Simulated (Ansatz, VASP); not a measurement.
Two plane-wave programs on W

File INCAR:

```
SYSTEM = W
PREC = Accurate
ENCUT = 600
EDIFF = 1E-7
ISMEAR = 0
SIGMA = 0.1
LREAL = .False.
LASPH = .True.
NELM = 60
ALGO = Fast
ISIF = 3
LWAVE = .False.
LCHARG = .False.
GGA = CA
IBRION = 2
NSW = 100
EDIFFG = -0.005
```

KPOINTS

```
regular mesh
0
Gamma
  18 18 18
  0 0 0
```

POSCAR

```
W
1.0
    0.0000000000      1.9862702900      1.9862702900
    1.9862702900      0.0000000000      1.9862702900
    1.9862702900      1.9862702900      0.0000000000
W
1
Direct
    0.0000000000      0.0000000000      0.0000000000
```

Input for Ansatz:

```yaml
crystal:
  lattice:
    - [0.0, 1.98627029, 1.98627029]
    - [1.98627029, 0.0, 1.98627029]
    - [1.98627029, 1.98627029, 0.0]
  atoms:
    - { symbol: W, position: [0.0, 0.0, 0.0] }
basis:
  ecutwfc: 420
kpoints:
  mp_grid: { grid: [18, 18, 18] }
hamiltonian:
  xc: lda
scf:
  occupations: { method: gaussian, width: 0.1 }
output:
  forces: true
  stress: true
  eigenvalues: true
  write_density: true
  write_potential: true
  elf: true
  volumetric_format: npy
relax:
  adjacent_minimum: "off"
  f_tol: 0.005
  max_steps: 80
  cell: { stress_tol: 0.05 }
```

Alike in both runs: task relaxation of cell and atoms; functional LDA; k mesh 18 × 18 × 18; occupations gaussian, width 0.1 eV; no spin polarisation.

|  | VASP | Ansatz |
| --- | --- | --- |
| version | VASP 6.6.1 | Ansatz 0.2.0 |
| potentials or method | VASP PAW LDA potentials, release 64 (W_sv), cutoff 600 eV | scalar-relativistic, plane waves, PAW |
| valence electrons in the cell | 14 | 14 |

```csv
,VASP,Ansatz,Ansatz less VASP
"gap on the k mesh at the Fermi level, each at its own relaxed structure (eV)",none,none,-
relaxed volume (Å³/atom),15.77,15.67,-0.097
relaxed cell length with the largest relative difference (Å),2.815,2.809,-0.0058
```

LDA's correlation is that of Perdew and Zunger in VASP and of Perdew and Wang (1992) in Ansatz. A gap of «none» marks a metal or a gap that the smearing closes.

Neither program's run includes spin-orbit coupling.
